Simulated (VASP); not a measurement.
Wanted: the native input for a VASP 6.6.1 run.

- Task: single point
- Functional: PBE
- Potentials or basis: VASP PAW PBE potentials, release 64 (Co_sv, Sb_d_GW, N)
- Cutoff: 700 eV
- k mesh: 4 × 4 × 4
- Occupations: gaussian, width 0.1 eV
- Spin: collinear spin, ferromagnetic start
- Starting moments: [3.0, 3.0, 3.0, 0.0, 0.0] μB
- Dipole correction: no
- Further INCAR settings: ALGO = Normal; EDIFF = 1e-06; NBANDS = 48

The structure of Co3SbN lies in POSCAR:

```
Co3SbN
1.0
    3.8730314500      0.0000000000      0.0000000000
    0.0000000000      3.8730314500      0.0000000000
    0.0000000000      0.0000000000      3.8730314500
Co Sb N
3 1 1
Direct
    0.0000000000      0.0000000000      0.5000000000
    0.0000000000      0.5000000000      0.0000000000
    0.5000000000      0.0000000000      0.0000000000
    0.0000000000      0.0000000000      0.0000000000
    0.5000000000      0.5000000000      0.5000000000
```

The cell was generated, and may not be a known phase.

These files were run (other wordings do the same):

INCAR

```
SYSTEM = Co3SbN
ALGO = Normal ; EDIFF = 1E-6
ENCUT = 700 ; GGA = PE
GGA_COMPAT = .FALSE. ; ISIF = 2
ISMEAR = 0 ; ISPIN = 2
LASPH = .TRUE. ; LCHARG = .FALSE.
LMAXMIX = 4 ; LORBIT = 11
LREAL = .FALSE. ; LWAVE = .FALSE.
MAGMOM = 3 3 3 0 0 ; NBANDS = 48
NELM = 200 ; PREC = Accurate
SIGMA = 0.1
```

KPOINTS

```
k-points
0
G
  4 4 4
  0 0 0
```

Potentials or basis: VASP PAW PBE potentials, release 64 (Co_sv, Sb_d_GW, N).

Command:

```bash
$ cat potpaw_PBE.64/Co_sv/POTCAR potpaw_PBE.64/Sb_d_GW/POTCAR potpaw_PBE.64/N/POTCAR > POTCAR
$ mpirun -np 1 vasp_std > vasp.out
```

Results of the run:

```json
{
 "Pressure": "129.8 GPa",
 "Net moment": "2.85 μB per cell",
 "Site moments": "Co +0.89; Sb -0.10; N +0.21 μB",
 "Valence electrons inside the program's atomic spheres": "Co 15.54; Sb 15.06; N 3.29"
}
```

Caveat: the k points lie up to 0.41 Å⁻¹ apart; atoms lie so close that the PAW spheres overlap strongly, which falsifies energies and pressures.

Wall time 2.1 min on 1 thread of Intel(R) Xeon(R) Platinum 8375C CPU @ 2.90GHz (Ice Lake) (shared host), peak memory 0.29 GiB.
